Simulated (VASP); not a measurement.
# MgO (P6_3mc) in VASP: a series of runs

MgO is run at these levels: PBE; tasks: single point.

Everything below comes from runs of VASP 6.6.1. Logs are shortened: lines on timing, memory, paths and dates and some standing lists are left out, and cuts for length are marked.

## Step 1: The cell of the first run

The structure is hexagonal, space group P6_3mc (No. 186). The conventional cell has a = 3.571 Å, b = 3.571 Å, c = 4.414 Å, α = 90.00°, β = 90.00°, γ = 120.00°. Mg (site symmetry 3m) has 4 O at 1.69 to 2.13 Å within 2.2 Å. O (site symmetry 3m) has 4 Mg at 1.69 to 2.13 Å within 2.2 Å.

## Step 2: Single point, PBE (c/a of the conventional cell at fixed volume 1.2359)

The input, INCAR:

```
ALGO = Normal
EDIFF = 1E-6
ENCUT = 520
GGA = PE
ISIF = 2
ISMEAR = 0
LASPH = True
LCHARG = False
LREAL = False
LWAVE = False
NBANDS = 16
NELM = 100
PREC = Accurate
SIGMA = 0.05
```

The input, KPOINTS:

```
k-points
0
Gamma
  9 9 6
```

The input, POSCAR:

```
MgO
1.0
    3.5712471184      0.0000000000      0.0000000000
   -1.7856235592      3.0927907277      0.0000000000
    0.0000000000      0.0000000000      4.4137043136
Mg O
2 2
Direct
    0.3333333333      0.6666666667      0.0160814757
    0.6666666667      0.3333333333      0.5160814757
    0.3333333333      0.6666666667      0.3982811987
    0.6666666667      0.3333333333      0.8982811987
```

Potentials or basis: VASP PAW PBE potentials, release 64 (Mg, O).

The run is started by

```
$ cat potpaw_PBE.64/Mg/POTCAR potpaw_PBE.64/O/POTCAR > POTCAR
$ mpirun -np 1 vasp_std > vasp.out
```

OUTCAR:

```text
EDIFF = 1E-6
   ENCUT = 520
   GGA = PE
   ISIF = 2
   ISMEAR = 0
   LASPH = True
   LREAL = False
   NELM = 100
   PREC = Accurate

 ion  position               nearest neighbor table
   1  0.333  0.667  0.016-   3 1.69   4 2.13   4 2.13   4 2.13   3 2.73   2 3.02   2 3.02   2 3.02
                             2 3.02   2 3.02   2 3.02
   2  0.667  0.333  0.516-   4 1.69   3 2.13   3 2.13   3 2.13   4 2.73   1 3.02   1 3.02   1 3.02
                             1 3.02   1 3.02   1 3.02
   3  0.333  0.667  0.398-   1 1.69   2 2.13   2 2.13   2 2.13   1 2.73
   4  0.667  0.333  0.898-   2 1.69   1 2.13   1 2.13   1 2.13   2 2.73

  LATTYP: Found a hexagonal cell.
 ALAT       =     3.5712471184
 C/A-ratio  =     1.2359000000

  Lattice vectors:

 A1 = (   3.5712471184,   0.0000000000,   0.0000000000)
 A2 = (  -1.7856235592,   3.0927907277,   0.0000000000)
 A3 = (   0.0000000000,   0.0000000000,   4.4137043136)

Analysis of symmetry for initial positions (statically):
=====================================================================
 Subroutine PRICEL returns:
 Original cell was already a primitive cell.

 Routine SETGRP: Setting up the symmetry group for a
 hexagonal supercell.

 Subroutine GETGRP returns: Found 12 space group operations
 (whereof  6 operations were pure point group operations)
 out of a pool of 24 trial point group operations.

The static configuration has the point symmetry C_3v.
 The point group associated with its full space group is C_6v.

Analysis of symmetry for dynamics (positions and initial velocities):
=====================================================================
 Subroutine PRICEL returns:
 Original cell was already a primitive cell.

 Routine SETGRP: Setting up the symmetry group for a
 hexagonal supercell.

 Subroutine GETGRP returns: Found 12 space group operations
 (whereof  6 operations were pure point group operations)
 out of a pool of 24 trial point group operations.

The dynamic configuration has the point symmetry C_3v.
 The point group associated with its full space group is C_6v.

 Subroutine INISYM returns: Found 12 space group operations
 (whereof  6 operations are pure point group operations),
 and found     1 'primitive' translations

----------------------------------------------------------------------------------------

                                     Primitive cell

  volume of cell :      48.7499

  direct lattice vectors                    reciprocal lattice vectors
     3.571247118  0.000000000  0.000000000     0.280014227  0.161666289  0.000000000
    -1.785623559  3.092790728  0.000000000     0.000000000  0.323332578  0.000000000
     0.000000000  0.000000000  4.413704314     0.000000000  0.000000000  0.226567058

  length of vectors
     3.571247118  3.571247118  4.413704314     0.323332578  0.323332578  0.226567058

  position of ions in fractional coordinates (direct lattice)
     0.333333333  0.666666667  0.016081476
     0.666666667  0.333333333  0.516081476
     0.333333333  0.666666667  0.398281199
     0.666666667  0.333333333  0.898281199

  ion indices of the primitive-cell ions
   primitive index   ion index
                 1           1
                 2           2
                 3           3
                 4           4

----------------------------------------------------------------------------------------

 KPOINTS: k-points

Automatic generation of k-mesh.
 Grid dimensions read from file:
 generate k-points for:    9    9    6

 Generating k-lattice:

  Cartesian coordinates                     Fractional coordinates (reciprocal lattice)
     0.031112692  0.017962921  0.000000000     0.111111111  0.000000000  0.000000000
     0.000000000  0.035925842  0.000000000     0.000000000  0.111111111  0.000000000
     0.000000000  0.000000000  0.037761176     0.000000000  0.000000000  0.166666667

  Length of vectors
     0.035925842  0.035925842  0.037761176

  Shift w.r.t. Gamma in fractional coordinates (k-lattice)
     0.000000000  0.000000000  0.000000000

 Subroutine IBZKPT returns following result:
 ===========================================

 Found     48 irreducible k-points:

 Following reciprocal coordinates:
            Coordinates               Weight
  0.000000  0.000000  0.000000      1.000000
  0.111111 -0.000000  0.000000      6.000000
  0.222222 -0.000000  0.000000      6.000000
  0.333333 -0.000000  0.000000      6.000000
  0.444444 -0.000000  0.000000      6.000000
  0.111111  0.111111  0.000000      6.000000
[... 16 lines left out ...]
  0.333333  0.222222  0.166667     24.000000
  0.333333  0.333333  0.166667      4.000000
 [... further k-points ...]
   k-points           NKPTS =     48   k-points in BZ     NKDIM =     48   number of bands    NBANDS=     16
   number of dos      NEDOS =    301   number of ions     NIONS =      4
   total plane-waves  NPLWV =  28224
   dimension x,y,z NGX =    28 NGY =   28 NGZ =   36
   dimension x,y,z NGXF=    56 NGYF=   56 NGZF=   72
   ions per type =               2   2
   NGX,Y,Z   is equivalent  to a cutoff of  13.03, 13.03, 13.56 a.u.
   NGXF,Y,Z  is equivalent  to a cutoff of  26.07, 26.07, 27.12 a.u.
 SYSTEM =  unknown system
   PREC   = accura    normal or accurate (medium, high low for compatibility)
   ISTART =      0    job   : 0-new  1-cont  2-samecut
   ICHARG =      2    charge: 1-file 2-atom 10-const
   ISPIN  =      1    spin polarized calculation?
   LNONCOLLINEAR =      F non collinear calculations
   LSORBIT =      F    spin-orbit coupling
   LASPH  =      T    aspherical Exc in radial PAW
   ENCUT  =  520.0 eV  38.22 Ry    6.18 a.u.   6.64  6.64  8.21*2*pi/ulx,y,z
   NELM   =    100;   NELMIN=  2; NELMDL= -5     # of ELM steps
   EDIFF  = 0.1E-05   stopping-criterion for ELM
   LREAL  =      F    real-space projection
   EDIFFG = 0.1E-04   stopping-criterion for IOM
   NSW    =      0    number of steps for IOM
   IBRION =     -1    ionic relax: 0-MD 1-quasi-New 2-CG
   NFREE  =      0    steps in history (QN), initial steepest desc. (CG)
   ISIF   =      2    stress and relaxation
   ISYM   =      2    0-nonsym 1-usesym 2-fastsym
   POTIM  = 0.5000    time-step for ionic-motion
   TEBEG  =    0.0;   TEEND  =   0.0 temperature during run
   PSTRESS=    0.0 pullay stress
   NELECT =      16.0000    total number of electrons
   NUPDOWN=      -1.0000    fix difference up-down
   EMIN   =  10.00;   EMAX   =-10.00  energy-range for DOS
   EFERMI =   0.00;   METHOD = LEGACY
   ISMEAR =     0;   SIGMA  =   0.05  broadening in eV -4-tet -1-fermi 0-gaus
   EFERMI_NEDOS =   21; number of points for ismear=-14 and -15
   IALGO  =     38    algorithm
   IMIX   =      4    mixing-type and parameters
     AMIX     =   0.40;   BMIX     =  1.00
     AMIX_MAG =   1.60;   BMIX_MAG =  1.00
  volume/ion in A,a.u.               =      12.19        82.25
  Fermi-wavevector in a.u.,A,eV,Ry     =   1.129250  2.133974 17.350238  1.275207
  Thomas-Fermi vector in A             =   2.265943
   LORBIT       =      0    0 simple, 1 ext, 2 COOP (PROOUT), +10 PAW based schemes
   GGA     = PE    functional components
   LHFCALC =     F    Hartree Fock is set to
   AEXX    =    0.0000 exact exchange contribution
   IVDW    =     0    specifies the selected vdW correction
   LEPSILON=     F    determine dielectric tensor
   LRPA    =     F    only Hartree local field effects (RPA)
 non-spin polarized calculation
 Gauss-broadening in eV      SIGMA  =   0.05
  energy-cutoff  :      520.00
  volume of cell :       48.75
 maximum number of plane-waves:      1349
 NGX is ok and might be reduce to    28
   NGX = 13   NGY = 13   NGZ = 17

 number of electron      16.0000000 magnetization

 Free energy of the ion-electron system (eV)
  ---------------------------------------------------
  ext. energy  EPLUGINS =         0.00000000
  ---------------------------------------------------
  free energy    TOTEN  =       -22.00585637 eV

  energy without entropy =      -22.00585637  energy(sigma->0) =      -22.00585637

 E-fermi :   1.2618     XC(G=0):  -9.5539

 val. band max:        1.0015444022   @ k =   0.0000   0.0000   0.0000
 cond. band min:       4.1913293385   @ k =   0.0000   0.0000   0.0000
 fundamental gap:      3.1897849363
 Fermi energy:         1.2617996276

 k-point     1 :       0.0000    0.0000    0.0000
  band No.  band energies     occupation
      1     -15.2594      2.00000
      2     -14.2222      2.00000
      3      -1.7508      2.00000
      4      -0.1506      2.00000
      5      -0.1506      2.00000
      6       0.5259      2.00000
[... 8 lines left out ...]
     15      16.1087      0.00000
     16      16.5947      0.00000

 k-point     2 :       0.1111   -0.0000    0.0000
  band No.  band energies     occupation
      1     -15.2111      2.00000
      2     -14.2277      2.00000
      3      -1.6666      2.00000
      4      -0.3538      2.00000
      5      -0.2393      2.00000
      6       0.1882      2.00000
[... 8 lines left out ...]
     15      16.2531      0.00000
     16      16.5655      0.00000

 k-point     3 :       0.2222   -0.0000    0.0000
  band No.  band energies     occupation
      1     -15.0793      2.00000
      2     -14.2504      2.00000
      3      -1.4423      2.00000
      4      -0.9283      2.00000
      5      -0.4266      2.00000
      6      -0.2479      2.00000
[... 8 lines left out ...]
     15      15.6831      0.00000
     16      15.8389      0.00000
[... 362 lines left out ...]
 k-point    23 :       0.3333    0.2222    0.1667
  band No.  band energies     occupation
      1     -14.6329      2.00000
      2     -14.4309      2.00000
      3      -1.8552      2.00000
      4      -1.3408      2.00000
      5      -1.0277      2.00000
      6      -0.0191      2.00000
[... 8 lines left out ...]
     15      14.9164      0.00000
     16      16.4253      0.00000

 k-point    24 :       0.3333    0.3333    0.1667
  band No.  band energies     occupation
      1     -14.5202      2.00000
      2     -14.5202      2.00000
      3      -1.7825      2.00000
      4      -1.2838      2.00000
      5      -1.2838      2.00000
      6       0.0460      2.00000
[... 8 lines left out ...]
     15      14.9625      0.00000
     16      16.9504      0.00000

 [... further k-points ...]

------------------------ aborting loop because EDIFF is reached ----------------------------------------

  FORCE on cell =-STRESS in cart. coord.  units (eV):
  Direction    XX          YY          ZZ          XY          YZ          ZX
  --------------------------------------------------------------------------------------
  -------------------------------------------------------------------------------------
  Total       -3.3783436     -3.3783436     17.2003466      0.0000000      0.0000000      0.0000000
  in kB     -111.0300998   -111.0300998    565.2936501      0.0000000      0.0000000      0.0000000
  external PRESSURE =     114.4111502 kB  Pullay stress =       0.0000000 kB

 VOLUME and BASIS-vectors are now :
 -----------------------------------------------------------------------------
  energy-cutoff  :      520.00
  volume of cell :       48.75
      direct lattice vectors                 reciprocal lattice vectors
     3.571247118  0.000000000  0.000000000     0.280014227  0.161666289  0.000000000
    -1.785623559  3.092790728  0.000000000     0.000000000  0.323332578  0.000000000
     0.000000000  0.000000000  4.413704314     0.000000000  0.000000000  0.226567058

 POSITION                                       TOTAL-FORCE (eV/Angst)
 -----------------------------------------------------------------------------------
     -0.00000      2.06186      0.07098        -0.000000      0.000000     -5.578717
      1.78562      1.03093      2.27783         0.000000     -0.000000     -5.578717
     -0.00000      2.06186      1.75790        -0.000000     -0.000000      5.578717
      1.78562      1.03093      3.96475         0.000000     -0.000000      5.578717
 -----------------------------------------------------------------------------------
    total drift:                               -0.000000      0.000000     -0.001534

  FREE ENERGIE OF THE ION-ELECTRON SYSTEM (eV)
  ---------------------------------------------------
  free  energy   TOTEN  =       -22.0058563731 eV

  energy  without entropy=      -22.0058563731  energy(sigma->0) =      -22.00585637
```

It took 77 s on 1 thread of AMD EPYC 7R13, shared host; peak memory 0.16 GiB.

Results:

```yaml
Free_energy: -22.0059 eV
Pressure: 11.4 GPa
Largest_force: 5.579 eV/Å
Band_gap_on_the_k_mesh: 3.19 eV, direct
```

Forces in eV/Å, atoms in the order of the input:
```
Mg   0.000  0.000 -5.579
Mg   0.000  0.000 -5.579
O    0.000  0.000  5.579
O    0.000  0.000  5.579
```

Caveat: forces of over 1 eV/Å act on the atoms, so gaps and moduli don't describe the material at rest.

## Step 3: Single point, PBE (c/a of the conventional cell at fixed volume 1.2359)

The input, INCAR:

```
PREC     = Accurate       # precision mode
ENCUT    = 520            # plane-wave cutoff, eV
EDIFF    = 1E-7           # SCF threshold, eV
ISMEAR   = 0              # smearing method
SIGMA    = 0.05           # smearing width, eV
LREAL    = False          # projectors in reciprocal space
LASPH    = True           # aspherical terms in the spheres
NELM     = 80             # most SCF steps
ALGO     = Normal         # electronic algorithm
ISIF     = 2              # what is computed and relaxed
LWAVE    = False          # write WAVECAR
LCHARG   = True           # write CHGCAR
GGA      = PE             # functional
LELF     = True           # ELF
LVHAR    = True         
NBANDS   = 16             # bands
```

The input, KPOINTS:

```
regular mesh
0
Gamma
  9 9 6
```

POSCAR: that of step 2 with these lines changed.

```diff
@@ -8,4 +8,4 @@
 Direct
-    0.3333333333      0.6666666667      0.0160814757
-    0.6666666667      0.3333333333      0.5160814757
+    0.3333333333      0.6666666667      0.0356068245
+    0.6666666667      0.3333333333      0.5356068245
     0.3333333333      0.6666666667      0.3982811987
```

Potentials or basis: VASP PAW PBE potentials, release 64 (Mg, O).

The run is started by

```
$ cat potpaw_PBE.64/Mg/POTCAR potpaw_PBE.64/O/POTCAR > POTCAR
$ mpirun -np 1 vasp_std > vasp.out
```

Run time: 83 s. Hardware: 1 thread of AMD EPYC 7R13, shared host; peak memory 0.16 GiB.

It converged, with:

| Property | Result |
| --- | --- |
| Free energy | -20.7547 eV |
| Pressure | 22.5 GPa |
| Largest force | 9.198 eV/Å |
| Band gap on the k mesh | 3.21 eV, indirect (least direct gap 3.22 eV) |

Forces in eV/Å, atoms in the order of the input:
```
Mg   0.000  0.000 -9.198
Mg   0.000  0.000 -9.198
O    0.000  0.000  9.198
O    0.000  0.000  9.198
```

Stress tensor (GPa, compression positive):
```
-12.05   0.00   0.00
  0.00 -12.05   0.00
  0.00   0.00  91.64
```

Levels at points of the mesh, in eV from the valence-band top:
```csv
k point,band 6,band 7,band 8,band 9,band 10,band 11
"(0.00, 0.00, 0.00)",-0.49,-0.49,-0.02,3.21,8.03,11.13
"(0.00, 0.00, 0.50)",-0.82,-0.82,-0.82,5.70,5.70,12.78
```

Caveat: forces of over 1 eV/Å act on the atoms, so gaps and moduli don't describe the material at rest. A k mesh can miss the band edges.

## Step 4: Single point, PBE (c/a of the conventional cell at fixed volume 1.4418)

The input, INCAR:

```
SYSTEM = MgO
PREC = Accurate
ENCUT = 520
EDIFF = 1E-6
ISMEAR = 0
SIGMA = 0.05
LREAL = .FALSE.
LASPH = .TRUE.
NELM = 60
ALGO = Normal
ISIF = 2
LWAVE = .FALSE.
LCHARG = .FALSE.
GGA = PE
NBANDS = 16
```

The input, KPOINTS:

```
Automatic mesh
0
G
  9 9 6
  0 0 0
```

The input, POSCAR:

```
MgO
1.0
    3.3924438902      0.0000000000      0.0000000000
   -1.6962219451      2.9379425898      0.0000000000
    0.0000000000      0.0000000000      4.8912256008
Mg O
2 2
Direct
    0.3333333333      0.6666666667      0.0356068245
    0.6666666667      0.3333333333      0.5356068245
    0.3333333333      0.6666666667      0.3982811987
    0.6666666667      0.3333333333      0.8982811987
```

The run is started by

```
$ cat potpaw_PBE.64/Mg/POTCAR potpaw_PBE.64/O/POTCAR > POTCAR
$ mpirun -np 1 vasp_std > vasp.out
```

It took 67 s on 1 thread of AMD EPYC 7R13, shared host; peak memory 0.16 GiB.

The run converged. Its results:

- Free energy: -22.9284 eV
- Pressure: 5.6 GPa
- Largest force: 3.069 eV/Å
- Band gap on the k mesh: 3.45 eV, direct

Forces in eV/Å, atoms in the order of the input:
```
Mg   0.000  0.000 -3.069
Mg   0.000  0.000 -3.069
O    0.000  0.000  3.069
O    0.000  0.000  3.069
```

Stress tensor (GPa, compression positive):
```
-7.65  0.00  0.00
 0.00 -7.65  0.00
 0.00  0.00 32.11
```

Levels at points of the mesh, in eV from the valence-band top:
| k point | band 4 | band 5 | band 6 | band 7 | band 8 | band 9 | band 10 | band 11 | band 12 | band 13 |
| --- | --- | --- | --- | --- | --- | --- | --- | --- | --- | --- |
| (0.00, 0.00, 0.00) | -0.57 | -0.57 | -0.21 | -0.21 | 0.00 | 3.45 | 8.10 | 10.39 | 13.58 | 13.58 |
| (0.00, 0.00, 0.50) | -1.79 | -0.40 | -0.40 | -0.40 | -0.40 | 5.79 | 5.79 | 13.45 | 13.45 | 14.09 |

Caveat: forces of over 1 eV/Å act on the atoms, so gaps and moduli don't describe the material at rest.

[end of part 1 of 2]
